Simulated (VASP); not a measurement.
A run of VASP 6.6.1 is set up as follows.

File INCAR:

```
SYSTEM = SiO2
ALGO = Normal ; EDIFF = 1E-6
ENCUT = 520 ; GGA = PS
ISIF = 2 ; ISMEAR = 0
LASPH = .TRUE. ; LCHARG = .FALSE.
LREAL = Auto ; LWAVE = .FALSE.
NBANDS = 63 ; NELM = 100
PREC = Accurate ; SIGMA = 0.05
```

KPOINTS

```
k-points
0
G
  4 4 4
  0 0 0
```

File POSCAR:

```
SiO2
1.0
    4.0478023636     -8.1284566593      0.0000000000
    4.0478023636      8.1284566593      0.0000000000
    0.0000000000      0.0000000000      5.2514179063
Si O
6 12
Direct
    0.0102808395      0.4026121463      0.2500000000
    0.4026121463      0.0102808395      0.7500000000
    0.5973878537      0.9897191605      0.2500000000
    0.9897191605      0.5973878537      0.7500000000
    0.4430221731      0.5569778269      0.2500000000
    0.5569778269      0.4430221731      0.7500000000
    0.0000000000      0.5000000000      0.5000000000
    0.5000000000      0.0000000000      0.5000000000
    0.5000000000      0.0000000000      0.0000000000
    0.0000000000      0.5000000000      0.0000000000
    0.2099831976      0.4362740928      0.2500000000
    0.4362740928      0.2099831976      0.7500000000
    0.5637259072      0.7900168024      0.2500000000
    0.7900168024      0.5637259072      0.7500000000
    0.8307346196      0.1692653804      0.2500000000
    0.1692653804      0.8307346196      0.7500000000
    0.5000000000      0.5000000000      0.0000000000
    0.5000000000      0.5000000000      0.5000000000
```

Potentials or basis: VASP PAW PBE potentials, release 64 (Si, O).

The run is started by

```sh
$ cat potpaw_PBE.64/Si/POTCAR potpaw_PBE.64/O/POTCAR > POTCAR
$ mpirun -np 1 vasp_std > vasp.out
```

(1) Predict the band gap on the k mesh.

(2) Predict the pressure.

(3) What does it give for the largest force?

Answers

(1) 4.88 eV, direct.

(2) -7.9 GPa.

(3) 2.046 eV/Å.

Caveat: the cell differs from its parent crystal (strain +0.0750 x Voigt [1, 0, 0, 0, 0, 0]); the PAW data sets were made with another functional, which shifts forces and pressure a little.
